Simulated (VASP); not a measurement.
# Ba4NaZrN4 (P4/mmm) in VASP: single point with PBE

Aim: the single point of Ba4NaZrN4 with PBE.

All numbers are computed with VASP 6.6.1; they aren't measurements. Logs are shortened: lines on timing, memory, paths and dates and some standing lists are left out, and cuts for length are marked.

### Step 1. The cell of the first run

Symmetry: P4/mmm, No. 123, tetragonal system. The conventional cell has a = 4.234 Å, b = 4.234 Å, c = 13.121 Å, α = 90.00°, β = 90.00°, γ = 90.00°. Within 2.6 Å of Na (site symmetry 4/mmm) lie 2 N at 1.98 Å. Ba (site symmetry 4mm) has 5 N at 2.79 to 3.00 Å and 4 Na at 3.50 Å and 1 Ba at 3.64 Å within 3.7 Å. Within 3.7 Å of Ba (site symmetry 4mm) lie 5 N at 2.82 to 3.00 Å and 4 Zr at 3.48 Å and 1 Ba at 3.53 Å. Within 2.6 Å of Zr (site symmetry 4/mmm) lie 2 N at 1.95 Å. Within 2.6 Å of N (site symmetry 4mm) lie 1 Zr at 1.95 Å. Within 2.6 Å of N (site symmetry 4mm) lie 1 Na at 1.98 Å.

### Step 2. Single point, PBE

INCAR reads:

```
PREC = Accurate
ENCUT = 520
EDIFF = 1E-7
ISMEAR = 0
SIGMA = 0.1
LREAL = False
LASPH = True
NELM = 80
ALGO = Normal
ISIF = 2
LWAVE = False
LCHARG = False
GGA = PE
NBANDS = 50
```

KPOINTS reads:

```
Automatic mesh
0
Gamma
  4 4 2
```

POSCAR reads:

```
Ba4NaZrN4
1.0
    4.2342288300      0.0000000000      0.0000000000
    0.0000000000      4.2342288300      0.0000000000
    0.0000000000      0.0000000000     13.1210975500
Na Ba Zr N
1 4 1 4
Direct
    0.0000000000      0.0000000000      0.0000000000
    0.5000000000      0.5000000000      0.1387890000
    0.0000000000      0.0000000000      0.6344990100
    0.0000000000      0.0000000000      0.3655009900
    0.5000000000      0.5000000000      0.8612110000
    0.5000000000      0.5000000000      0.5000000000
    0.5000000000      0.5000000000      0.3516260100
    0.0000000000      0.0000000000      0.8492789900
    0.0000000000      0.0000000000      0.1507210100
    0.5000000000      0.5000000000      0.6483739900
```

Potentials or basis: VASP PAW PBE potentials, release 64 (Na_pv, Ba_sv, Zr_sv, N).

Command:

```
$ cat potpaw_PBE.64/Na_pv/POTCAR potpaw_PBE.64/Ba_sv/POTCAR potpaw_PBE.64/Zr_sv/POTCAR potpaw_PBE.64/N/POTCAR > POTCAR
$ mpirun -np 1 vasp_std > vasp.out
```

OUTCAR:

```text
PREC = Accurate
   ENCUT = 520
   EDIFF = 1E-7
   ISMEAR = 0
   LREAL = False
   LASPH = True
   NELM = 80
   ISIF = 2
   GGA = PE

 ion  position               nearest neighbor table
   1  0.000  0.000  0.000-   8 1.98   9 1.98   2 3.50   5 3.50   2 3.50   5 3.50   2 3.50   5 3.50
                             2 3.50   5 3.50
   2  0.500  0.500  0.139-   7 2.79   9 3.00   9 3.00   9 3.00   9 3.00   1 3.50   1 3.50   1 3.50
                             1 3.50   5 3.64   4 4.22   4 4.22   4 4.22   4 4.22
   3  0.000  0.000  0.634-   8 2.82  10 3.00  10 3.00  10 3.00  10 3.00   6 3.48   6 3.48   6 3.48
                             6 3.48   4 3.53   5 4.22   5 4.22   5 4.22   5 4.22
   4  0.000  0.000  0.366-   9 2.82   7 3.00   7 3.00   7 3.00   7 3.00   6 3.48   6 3.48   6 3.48
                             6 3.48   3 3.53   2 4.22   2 4.22   2 4.22   2 4.22
   5  0.500  0.500  0.861-  10 2.79   8 3.00   8 3.00   8 3.00   8 3.00   1 3.50   1 3.50   1 3.50
                             1 3.50   2 3.64   3 4.22   3 4.22   3 4.22   3 4.22
   6  0.500  0.500  0.500-   7 1.95  10 1.95   3 3.48   4 3.48   3 3.48   4 3.48   3 3.48   4 3.48
                             3 3.48   4 3.48
   7  0.500  0.500  0.352-   6 1.95   2 2.79   4 3.00   4 3.00   4 3.00   4 3.00
   8  0.000  0.000  0.849-   1 1.98   3 2.82   5 3.00   5 3.00   5 3.00   5 3.00
   9  0.000  0.000  0.151-   1 1.98   4 2.82   2 3.00   2 3.00   2 3.00   2 3.00
  10  0.500  0.500  0.648-   6 1.95   5 2.79   3 3.00   3 3.00   3 3.00   3 3.00

  LATTYP: Found a simple tetragonal cell.
 ALAT       =     4.2342288300
 C/A-ratio  =     3.0988163552

  Lattice vectors:

 A1 = (   4.2342288300,   0.0000000000,   0.0000000000)
 A2 = (   0.0000000000,   4.2342288300,   0.0000000000)
 A3 = (   0.0000000000,   0.0000000000,  13.1210975500)

Analysis of symmetry for initial positions (statically):
=====================================================================
 Subroutine PRICEL returns:
 Original cell was already a primitive cell.

 Routine SETGRP: Setting up the symmetry group for a
 simple tetragonal supercell.

 Subroutine GETGRP returns: Found 16 space group operations
 (whereof 16 operations were pure point group operations)
 out of a pool of 16 trial point group operations.

The static configuration has the point symmetry D_4h.

Analysis of symmetry for dynamics (positions and initial velocities):
=====================================================================
 Subroutine PRICEL returns:
 Original cell was already a primitive cell.

 Routine SETGRP: Setting up the symmetry group for a
 simple tetragonal supercell.

 Subroutine GETGRP returns: Found 16 space group operations
 (whereof 16 operations were pure point group operations)
 out of a pool of 16 trial point group operations.

The dynamic configuration has the point symmetry D_4h.

 Subroutine INISYM returns: Found 16 space group operations
 (whereof 16 operations are pure point group operations),
 and found     1 'primitive' translations

----------------------------------------------------------------------------------------

                                     Primitive cell

  volume of cell :     235.2441

  direct lattice vectors                    reciprocal lattice vectors
     4.234228830  0.000000000  0.000000000     0.236170514  0.000000000  0.000000000
     0.000000000  4.234228830  0.000000000     0.000000000  0.236170514  0.000000000
     0.000000000  0.000000000 13.121097550     0.000000000  0.000000000  0.076213137

  length of vectors
     4.234228830  4.234228830 13.121097550     0.236170514  0.236170514  0.076213137

  position of ions in fractional coordinates (direct lattice)
     0.000000000  0.000000000  0.000000000
     0.500000000  0.500000000  0.138789000
     0.000000000  0.000000000  0.634499010
     0.000000000  0.000000000  0.365500990
     0.500000000  0.500000000  0.861211000
     0.500000000  0.500000000  0.500000000
     0.500000000  0.500000000  0.351626010
     0.000000000  0.000000000  0.849278990
     0.000000000  0.000000000  0.150721010
     0.500000000  0.500000000  0.648373990

  ion indices of the primitive-cell ions
   primitive index   ion index
                 1           1
                 2           2
                 3           3
                 4           4
                 5           5
                 6           6
                 7           7
                 8           8
                 9           9
                10          10

----------------------------------------------------------------------------------------

 KPOINTS: Automatic mesh

Automatic generation of k-mesh.
 Grid dimensions read from file:
 generate k-points for:    4    4    2

 Generating k-lattice:

  Cartesian coordinates                     Fractional coordinates (reciprocal lattice)
     0.059042629  0.000000000  0.000000000     0.250000000  0.000000000  0.000000000
     0.000000000  0.059042629  0.000000000     0.000000000  0.250000000  0.000000000
     0.000000000  0.000000000  0.038106568     0.000000000  0.000000000  0.500000000

  Length of vectors
     0.059042629  0.059042629  0.038106568

  Shift w.r.t. Gamma in fractional coordinates (k-lattice)
     0.000000000  0.000000000  0.000000000

 Subroutine IBZKPT returns following result:
 ===========================================

 Found     12 irreducible k-points:

 Following reciprocal coordinates:
            Coordinates               Weight
  0.000000  0.000000  0.000000      1.000000
  0.250000  0.000000  0.000000      4.000000
  0.500000  0.000000  0.000000      2.000000
  0.250000  0.250000  0.000000      4.000000
  0.500000  0.250000  0.000000      4.000000
  0.500000  0.500000  0.000000      1.000000
  0.000000  0.000000  0.500000      1.000000
  0.250000  0.000000  0.500000      4.000000
  0.500000  0.000000  0.500000      2.000000
  0.250000  0.250000  0.500000      4.000000
  0.500000  0.250000  0.500000      4.000000
  0.500000  0.500000  0.500000      1.000000
   k-points           NKPTS =     12   k-points in BZ     NKDIM =     12   number of bands    NBANDS=     50
   number of dos      NEDOS =    301   number of ions     NIONS =     10
   total plane-waves  NPLWV = 100352
   dimension x,y,z NGX =    32 NGY =   32 NGZ =   98
   dimension x,y,z NGXF=    64 NGYF=   64 NGZF=  196
   ions per type =               1   4   1   4
   NGX,Y,Z   is equivalent  to a cutoff of  12.56, 12.56, 12.42 a.u.
   NGXF,Y,Z  is equivalent  to a cutoff of  25.13, 25.13, 24.83 a.u.
 SYSTEM =  unknown system
   PREC   = accura    normal or accurate (medium, high low for compatibility)
   ISTART =      0    job   : 0-new  1-cont  2-samecut
   ICHARG =      2    charge: 1-file 2-atom 10-const
   ISPIN  =      1    spin polarized calculation?
   LNONCOLLINEAR =      F non collinear calculations
   LSORBIT =      F    spin-orbit coupling
   LASPH  =      T    aspherical Exc in radial PAW
   ENCUT  =  520.0 eV  38.22 Ry    6.18 a.u.   7.87  7.87 24.40*2*pi/ulx,y,z
   NELM   =     80;   NELMIN=  2; NELMDL= -5     # of ELM steps
   EDIFF  = 0.1E-06   stopping-criterion for ELM
   LREAL  =      F    real-space projection
   EDIFFG = 0.1E-05   stopping-criterion for IOM
   NSW    =      0    number of steps for IOM
   IBRION =     -1    ionic relax: 0-MD 1-quasi-New 2-CG
   NFREE  =      0    steps in history (QN), initial steepest desc. (CG)
   ISIF   =      2    stress and relaxation
   ISYM   =      2    0-nonsym 1-usesym 2-fastsym
   POTIM  = 0.5000    time-step for ionic-motion
   TEBEG  =    0.0;   TEEND  =   0.0 temperature during run
   PSTRESS=    0.0 pullay stress
   NELECT =      79.0000    total number of electrons
   NUPDOWN=      -1.0000    fix difference up-down
   EMIN   =  10.00;   EMAX   =-10.00  energy-range for DOS
   EFERMI =   0.00;   METHOD = LEGACY
   ISMEAR =     0;   SIGMA  =   0.10  broadening in eV -4-tet -1-fermi 0-gaus
   EFERMI_NEDOS =   21; number of points for ismear=-14 and -15
   IALGO  =     38    algorithm
   IMIX   =      4    mixing-type and parameters
     AMIX     =   0.40;   BMIX     =  1.00
     AMIX_MAG =   1.60;   BMIX_MAG =  1.00
  volume/ion in A,a.u.               =      23.52       158.75
  Fermi-wavevector in a.u.,A,eV,Ry     =   1.137918  2.150353 17.617601  1.294857
  Thomas-Fermi vector in A             =   2.274623
   LORBIT       =      0    0 simple, 1 ext, 2 COOP (PROOUT), +10 PAW based schemes
   GGA     = PE    functional components
   LHFCALC =     F    Hartree Fock is set to
   AEXX    =    0.0000 exact exchange contribution
   IVDW    =     0    specifies the selected vdW correction
   LEPSILON=     F    determine dielectric tensor
   LRPA    =     F    only Hartree local field effects (RPA)
 non-spin polarized calculation
 Gauss-broadening in eV      SIGMA  =   0.10
  energy-cutoff  :      520.00
  volume of cell :      235.24
 maximum number of plane-waves:      6380
 NGX is ok and might be reduce to    32
   NGX = 15   NGY = 15   NGZ = 49

 number of electron      78.9999979 magnetization

 Free energy of the ion-electron system (eV)
  ---------------------------------------------------
  ext. energy  EPLUGINS =         0.00000000
  ---------------------------------------------------
  free energy    TOTEN  =       -50.39954180 eV

  energy without entropy =      -50.35650675  energy(sigma->0) =      -50.37802427

 E-fermi :   2.9056     XC(G=0):  -9.3066

 val. band max:        2.8859949701   @ k =   0.5000   0.2500   0.0000
 cond. band min:       2.9145822411   @ k =   0.5000   0.5000   0.0000
 fundamental gap:      0.0285872710
 Fermi energy:         2.9056107364

 k-point     1 :       0.0000    0.0000    0.0000
  band No.  band energies     occupation
      1     -45.4849      2.00000
      2     -24.2008      2.00000
      3     -24.1175      2.00000
      4     -24.0087      2.00000
      5     -24.0079      2.00000
      6     -23.7479      2.00000
[... 42 lines left out ...]
     49       6.3132      0.00000
     50       6.4958      0.00000
[... 581 lines left out ...]
     49       6.4292      0.00000
     50       7.2144      0.00000

------------------------ aborting loop because EDIFF is reached ----------------------------------------

  FORCE on cell =-STRESS in cart. coord.  units (eV):
  Direction    XX          YY          ZZ          XY          YZ          ZX
  --------------------------------------------------------------------------------------
  -------------------------------------------------------------------------------------
  Total        0.4627257      0.4627257     19.7684291      0.0000000     -0.0000000      0.0000000
  in kB        3.1514861      3.1514861    134.6368458      0.0000000     -0.0000000      0.0000000
  external PRESSURE =      46.9799393 kB  Pullay stress =       0.0000000 kB

 VOLUME and BASIS-vectors are now :
 -----------------------------------------------------------------------------
  energy-cutoff  :      520.00
  volume of cell :      235.24
      direct lattice vectors                 reciprocal lattice vectors
     4.234228830  0.000000000  0.000000000     0.236170514  0.000000000  0.000000000
     0.000000000  4.234228830  0.000000000     0.000000000  0.236170514  0.000000000
     0.000000000  0.000000000 13.121097550     0.000000000  0.000000000  0.076213137

 POSITION                                       TOTAL-FORCE (eV/Angst)
 -----------------------------------------------------------------------------------
      0.00000      0.00000      0.00000         0.000000     -0.000000      0.000000
      2.11711      2.11711      1.82106         0.000000      0.000000      1.830317
      0.00000      0.00000      8.32532         0.000000     -0.000000      2.783859
      0.00000      0.00000      4.79577        -0.000000      0.000000     -2.783859
      2.11711      2.11711     11.30003         0.000000     -0.000000     -1.830317
      2.11711      2.11711      6.56055         0.000000     -0.000000      0.000000
      2.11711      2.11711      4.61372         0.000000      0.000000     -1.452256
      0.00000      0.00000     11.14347        -0.000000     -0.000000     -2.473270
      0.00000      0.00000      1.97763         0.000000      0.000000      2.473270
      2.11711      2.11711      8.50738         0.000000     -0.000000      1.452256
 -----------------------------------------------------------------------------------
    total drift:                                0.000000     -0.000000      0.000000

  FREE ENERGIE OF THE ION-ELECTRON SYSTEM (eV)
  ---------------------------------------------------
  free  energy   TOTEN  =       -50.3995417968 eV

  energy  without entropy=      -50.3565067457  energy(sigma->0) =      -50.37802427
```

Run time: 1.9 min. Hardware: 1 thread of Intel Xeon 6975P-C (Granite Rapids), shared host; peak memory 0.38 GiB.

What came out:

```yaml
Free_energy: -50.3995 eV
Pressure: 4.7 GPa
Largest_force: 2.784 eV/Å
```

Forces in eV/Å, atoms in the order of the input:
```
Na   0.000  0.000  0.000
Ba   0.000  0.000  1.830
Ba   0.000  0.000  2.784
Ba   0.000  0.000 -2.784
Ba   0.000  0.000 -1.830
Zr   0.000  0.000  0.000
N    0.000  0.000 -1.452
N    0.000  0.000 -2.473
N    0.000  0.000  2.473
N    0.000  0.000  1.452
```

Caveat: the k points lie up to 0.37 Å⁻¹ apart; spin-orbit coupling is left out, which moves the levels of the heavy elements; forces of over 1 eV/Å act on the atoms, so gaps and moduli don't describe the material at rest.
